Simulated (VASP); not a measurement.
Here is a VASP 6.6.1 calculation.

The input POSCAR:

```
MgO
1.0
    3.4841042127      0.0000000000      0.0000000000
   -1.7420521064      3.0173227576      0.0000000000
    0.0000000000      0.0000000000      4.1856875957
Mg O
2 2
Direct
    0.6666666667      0.3333333333      0.7500000000
    0.3333333333      0.6666666667      0.2500000000
    0.6666666667      0.3333333333      0.2500000000
    0.3333333333      0.6666666667      0.7500000000
```

File INCAR.step1:

```
SYSTEM = MgO
PREC     = Accurate       ! precision mode
ENCUT    = 660            ! plane-wave cutoff, eV
ISMEAR   = 0              ! smearing method
SIGMA    = 0.02           ! smearing width, eV
LREAL    = .False.        ! projectors in reciprocal space
LASPH    = .True.         ! aspherical terms in the spheres
NELM     = 120            ! most SCF steps
NBANDS   = 24             ! bands
GGA      = PE             ! functional
ALGO     = Normal         ! electronic algorithm
EDIFF    = 1E-5           ! SCF threshold, eV
LWAVE    = .True.         ! write WAVECAR
LCHARG   = .False.        ! write CHGCAR
GGA_COMPAT= .False.
```

The input INCAR.step2:

```
SYSTEM = MgO
PREC     = Accurate       ! precision mode
ENCUT    = 660            ! plane-wave cutoff, eV
EDIFF    = 1E-6           ! SCF threshold, eV
ISMEAR   = 0              ! smearing method
SIGMA    = 0.02           ! smearing width, eV
LREAL    = .False.        ! projectors in reciprocal space
LASPH    = .True.         ! aspherical terms in the spheres
NELM     = 120            ! most SCF steps
ALGO     = Normal         ! electronic algorithm
ISIF     = 2              ! what is computed and relaxed
LWAVE    = .False.        ! write WAVECAR
LCHARG   = .False.        ! write CHGCAR
METAGGA  = R2SCAN         ! meta-GGA
LMIXTAU  = .True.       
NBANDS   = 24             ! bands
ISTART   = 1            
GGA_COMPAT= .False.
```

File KPOINTS:

```
regular mesh
0
Gamma
  6 6 6
  0 0 0
```

Potentials or basis: VASP PAW PBE potentials, release 64 (Mg_sv, O).

The run is started by

```sh
$ cat potpaw_PBE.64/Mg_sv/POTCAR potpaw_PBE.64/O/POTCAR > POTCAR
$ cp INCAR.step1 INCAR
$ mpirun -np 1 vasp_std > vasp.out
$ cp INCAR.step2 INCAR
$ mpirun -np 1 vasp_std > vasp.out
```

Question: Predict the band gap on the k mesh.

Answer: 4.11 eV.

Question: Estimate the pressure.

Answer: -0.3 GPa.

Caveat: the PAW data sets were made with another functional, which shifts forces and pressure a little.
